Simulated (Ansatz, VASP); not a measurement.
# Two plane-wave programs on GaGe

The input POSCAR:

```
GaGe
1.0
    0.0000000000      2.8978440000      2.8978440000
    2.8978440000      0.0000000000      2.8978440000
    2.8978440000      2.8978440000      0.0000000000
Ge Ga
1 1
Direct
    0.0000000000      0.0000000000      0.0000000000
    0.2500000000      0.2500000000      0.2500000000
```

Contents of INCAR.step1:

```
SYSTEM = GaGe
PREC = Accurate
ENCUT = 520
EDIFF = 1E-5
ISMEAR = -1
SIGMA = 0.05
LREAL = .False.
LASPH = .True.
NELM = 80
ALGO = Normal
ISIF = 2
LWAVE = .True.
LCHARG = .False.
GGA = PE
NBANDS = 20
```

INCAR.step2

```
SYSTEM = GaGe
PREC = Accurate
ENCUT = 520
EDIFF = 1E-7
ISMEAR = -1
SIGMA = 0.05
LREAL = .False.
LASPH = .True.
NELM = 80
ALGO = Normal
ISIF = 2
LWAVE = .False.
LCHARG = .False.
GGA = PS
LHFCALC = .True.
AEXX = 0.25
HFSCREEN = 0.207
PRECFOCK = Normal
ISTART = 1
NBANDS = 20
```

Contents of KPOINTS:

```
Automatic mesh
0
Gamma
  4 4 4
  0 0 0
```

input

```
crystal:
  lattice:
    - [0.0, 2.897844, 2.897844]
    - [2.897844, 0.0, 2.897844]
    - [2.897844, 2.897844, 0.0]
  atoms:
    - { symbol: Ge, position: [0.0, 0.0, 0.0] }
    - { symbol: Ga, position: [0.25, 0.25, 0.25] }
hamiltonian:
  xc:
    exchange: hjs_pbesol
    correlation: pbesol
    exx: { coeff: 0.25, omega: 0.207 }
  pseudopotentials: { kind: paw }
kpoints:
  mp_grid: { grid: [4, 4, 4] }
  band_path:
    path:
      - [[0.0, 0.0, 0.0], [0.5, 0.0, 0.5], [0.5, 0.25, 0.75], [0.375, 0.375, 0.75], [0.0, 0.0, 0.0], [0.5, 0.5, 0.5], [0.625, 0.25, 0.625], [0.5, 0.25, 0.75], [0.5, 0.5, 0.5], [0.375, 0.375, 0.75]]
      - [[0.625, 0.25, 0.625], [0.5, 0.0, 0.5]]
    npoints: 4
scf:
  occupations: { method: fermi_dirac, width: 0.05 }
  n_extra_bands: 6
output:
  forces: true
  stress: true
  eigenvalues: true
  fatbands: false
  write_density: true
  write_potential: true
  elf: true
  volumetric_format: npy
```

Alike in both runs: functional PBEsol-based screened hybrid with a share of 0.25 of exact exchange and HFSCREEN = 0.207; k mesh 4 × 4 × 4; occupations fermi-dirac, width 0.05 eV; no spin polarisation.

|  | VASP | Ansatz |
| --- | --- | --- |
| version | VASP 6.6.1 | Ansatz 0.2.0 |
| potentials or method | VASP PAW PBE potentials, release 64 (Ge_d, Ga_d) | Ansatz PAW |
| plane-wave cutoff (eV) | 520 | 420 |
| valence electrons in the cell | 27 | 27 |
| task | single point | band structure |

|  | VASP | Ansatz | Ansatz less VASP |
| --- | --- | --- | --- |
| gap on the k mesh at the Fermi level (eV) | none | none | - |
| pressure (GPa) | -3.6 | -3.6 | -0.01 |

VASP's potentials were made for PBE, not for PBEsol-based screened hybrid. A gap of «none» marks a metal or a gap that the smearing closes.

The k mesh is coarse, so the values compare programs but aren't converged.
